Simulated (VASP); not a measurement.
Runs of VASP 6.6.1 on EuS. The structure is that of space group Fm-3m (No. 225), or close to it. The cells are those of the table. 

| level | spin | cell | gap on the mesh (eV) | pressure (GPa) | moment (μB) |
| --- | --- | --- | --- | --- | --- |
| r2SCAN+D3(BJ)+U | collinear, ferromagnetic start | a = 4.212 Å, angles 60.0°, 2 atoms | (b) | (c) | 7.00 |
| r2SCAN+D3(BJ)+U | collinear | a = 4.221 Å, angles 60.0°, 2 atoms | 0.18 | -1.2 | 7.00 |
| r2SCAN+rVV10+U | collinear | a = 4.217 Å, angles 60.0°, 2 atoms | 0.11 | -1.0 | 7.00 |
| r2SCAN+D3(BJ)+U | collinear | a = 4.249 Å, angles 60.0°, 2 atoms | 0.28 | -2.2 | 7.00 |
| r2SCAN+rVV10+U | collinear | a = 4.244 Å, angles 60.0°, 2 atoms | 0.20 | (a) | 7.00 |

Alike in all rows: task single point; potentials or basis VASP PAW PBE potentials, release 64 (Eu, S); Eu f U = 4.0 eV; k mesh 8 × 8 × 8; cutoff (eV) 800; smearing gaussian 0.05 eV.

Fill in the values left out.

(a) -2.0; (b) 0.15; (c) -0.9.

Caveats: the PAW data sets were made with another functional, which shifts forces and pressure a little; spin-orbit coupling is left out, which moves the levels of the heavy elements; a cell with one magnetic atom can't hold antiferromagnetic order, which such compounds often take; three body term missing (at least some runs).

A k mesh can miss the band edges, and the runs leave out spin-orbit coupling on Eu.
